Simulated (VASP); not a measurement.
Write the native input for VASP 6.6.1 that does the following.

- Task: single point
- Functional: r2SCAN
- Potentials or basis: VASP PAW PBE potentials, release 64 (Hf_pv, O)
- Cutoff: 520 eV
- k mesh: 8 × 8 × 8
- Occupations: gaussian, width 0.01 eV
- Spin: non-collinear spin, zero start, spin-orbit coupling
- Starting moments: [[0.0, 0.0, 0.0], [0.0, 0.0, 0.0], [0.0, 0.0, 0.0]] μB
- Dipole correction: no
- Further INCAR settings: ALGO = Normal; EDIFF = 1e-06; NBANDS = 35

HfO2:

```
Hf O
1.0
     0.00000    2.47860    2.54864
     2.47860    0.00000    2.54864
     2.47860    2.47860    0.00000
Hf O
1 2
Cartesian
  0.0000 0.0000 0.0000
  1.2393 1.2393 1.2743
  3.7179 3.7179 3.8230
```

This cell differs from its parent crystal: epitaxial xy strain -2.0%.

One way to write it, as run:

POSCAR

```
HfO2
1.0
    0.0000000000      2.4785986729      2.5486393278
    2.4785986729      0.0000000000      2.5486393278
    2.4785986729      2.4785986729      0.0000000000
Hf O
1 2
Direct
    0.0000000000      0.0000000000      0.0000000000
    0.2500000000      0.2500000000      0.2500000000
    0.7500000000      0.7500000000      0.7500000000
```

INCAR.step1

```
ALGO = Normal ; EDIFF = 1E-4
ENCUT = 520 ; GGA = PE
GGA_COMPAT = F ; ISMEAR = 0
LASPH = T ; LCHARG = F
LMAXMIX = 4 ; LREAL = F
LSORBIT = T ; LWAVE = T
MAGMOM = 0 0 0 0 0 0 0 0 0 ; NBANDS = 35
NELM = 150 ; PREC = Accurate
SIGMA = 0.01
```

INCAR.step2

```
ALGO = Normal ; EDIFF = 1E-6
ENCUT = 520 ; GGA_COMPAT = F
ISIF = 2 ; ISMEAR = 0
ISTART = 1 ; LASPH = T
LCHARG = T ; LMAXMIX = 4
LMIXTAU = T ; LORBIT = 11
LORBMOM = T ; LREAL = F
LSORBIT = T ; LVHAR = T
LWAVE = F ; MAGMOM = 0 0 0 0 0 0 0 0 0
METAGGA = R2SCAN ; NBANDS = 35
NELM = 150 ; PREC = Accurate
SIGMA = 0.01
```

KPOINTS

```
k-points
0
Gamma
  8 8 8
```

Potentials or basis: VASP PAW PBE potentials, release 64 (Hf_pv, O).

Command:

```console
$ cat potpaw_PBE.64/Hf_pv/POTCAR potpaw_PBE.64/O/POTCAR > POTCAR
$ cp INCAR.step1 INCAR
$ mpirun -np 1 vasp_ncl > vasp.out
$ cp INCAR.step2 INCAR
$ mpirun -np 1 vasp_ncl > vasp.out
```

It gave:

The pressure is 5.5 GPa. The net moment is 0.00 μB per cell and the valence electrons inside the program's atomic spheres are Hf 8.36; O 5.17.

Caveat: the cell differs from its parent crystal (epitaxial xy strain -2.0%); the PAW data sets were made with another functional, which shifts forces and pressure a little.

Wall time 17 min on 1 thread of Oxide Virtual Turin-like Processor, on a shared host, peak memory 0.31 GiB.
